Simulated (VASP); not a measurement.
The system is KTmH4.

```
K Tm H
1.0
     0.00000    3.56974    3.56974
     3.56974    0.00000    3.56974
     3.56974    3.56974    0.00000
K Tm H
1 1 4
Direct
  0.75000 0.75000 0.75000
  0.00000 0.00000 0.00000
  0.87506 0.37498 0.37498
  0.37498 0.37498 0.37498
  0.37498 0.87506 0.37498
  0.37498 0.37498 0.87506
```

The cell was generated, and may not be a known phase.

```yaml
Program: VASP 6.6.1
Task: relaxation of cell and atoms
Functional: PBE
Potentials_or_basis: VASP PAW PBE potentials, release 64 (K_sv, Tm_3, H), 4f in core
Cutoff: 500 eV
k_mesh: 4 × 4 × 4
Occupations: gaussian, width 0.1 eV
Spin: no spin polarisation
```

At the start: pressure -8.2 GPa; volume 15.16 Å³/atom.

Question: How do energy, volume and symmetry change on relaxing?

Answer: Over 11 steps the energy falls by 145.4 meV/atom and the volume is 10.98 Å³/atom (-27.6 %); space group F-43m (No. 216, to 0.1 Å) before and after.

The path:
| step | energy change (eV) | largest force (eV/Å) | pressure (GPa) | volume (Å³) |
| --- | --- | --- | --- | --- |
| 1 | 0.0000 | 0.1851 | -8.15 | 90.98 |
| 2 | -0.4640 | 0.1726 | -6.64 | 81.19 |
| 3 | -0.8231 | 0.1438 | -2.58 | 69.66 |
| 4 | -0.0216 | 0.0193 | 22.01 | 49.99 |
| 5 | -0.8566 | 0.1378 | -0.73 | 66.53 |
| 6 | -0.8597 | 0.1326 | 0.12 | 65.30 |
| 7 | -0.8593 | 0.1346 | -0.20 | 65.76 |
| 8 | -0.8635 | 0.1114 | -0.20 | 65.78 |
| 9 | -0.8712 | 0.0417 | -0.20 | 65.84 |
| 10 | -0.8653 | 0.0990 | -0.16 | 65.96 |
| 11 | -0.8725 | 0.0009 | -0.19 | 65.87 |

Final structure:
```
K Tm H
1.0
     0.00000    3.20549    3.20549
     3.20549    0.00000    3.20549
     3.20549    3.20549    0.00000
K Tm H
1 1 4
Direct
  0.75000 0.75000 0.75000
  0.00000 0.00000 0.00000
  0.89389 0.36870 0.36870
  0.36870 0.36870 0.36870
  0.36870 0.89389 0.36870
  0.36870 0.36870 0.89389
```

Caveat: the volume moved by over 15 % at a fixed basis, so the end points are rough.
